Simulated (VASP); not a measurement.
# Ti3H: single point with PBE

Slab: Ti3H, a slab with vacuum.

```
CELL_PARAMETERS angstrom
2.90754 0.00000 0.00000
-1.45377 2.51801 0.00000
0.00000 0.00000 19.99353
ATOMIC_POSITIONS crystal
Ti 0.66667 0.33333 0.20006
Ti 0.33333 0.66667 0.31244
Ti 0.00000 0.00000 0.42481
H 0.33333 0.66667 0.47589
```

```json
{
  "Program": "VASP 6.6.1",
  "Task": "single point",
  "Functional": "PBE",
  "Potentials or basis": "VASP PAW PBE potentials, release 64 (Ti_sv, H)",
  "Cutoff": "520 eV",
  "k mesh": "9 × 9 × 1",
  "Occupations": "gaussian, width 0.1 eV",
  "Spin": "no spin polarisation",
  "Dipole correction": "yes",
  "Further INCAR settings": "ALGO = Normal; EDIFF = 1e-06; NBANDS = 26"
}
```

```
Largest force : 0.356 eV/Å
```

Forces on the atoms (eV/Å):
```
Ti   0.000  0.000  0.047
Ti   0.000  0.000 -0.356
Ti   0.000  0.000  0.295
H    0.000  0.000  0.014
```

Levels at points of the mesh, in eV from the Fermi level:
| k point | band 16 | band 17 | band 18 | band 19 | band 20 | band 21 |
| --- | --- | --- | --- | --- | --- | --- |
| (0.00, 0.00, 0.00) | -1.25 | -0.10 | 0.59 | 0.66 | 0.66 | 0.88 |

Wall time 47 s on 1 thread of Intel(R) Xeon(R) 6975P-C (Granite Rapids), with other jobs on the host, peak memory 0.28 GiB.
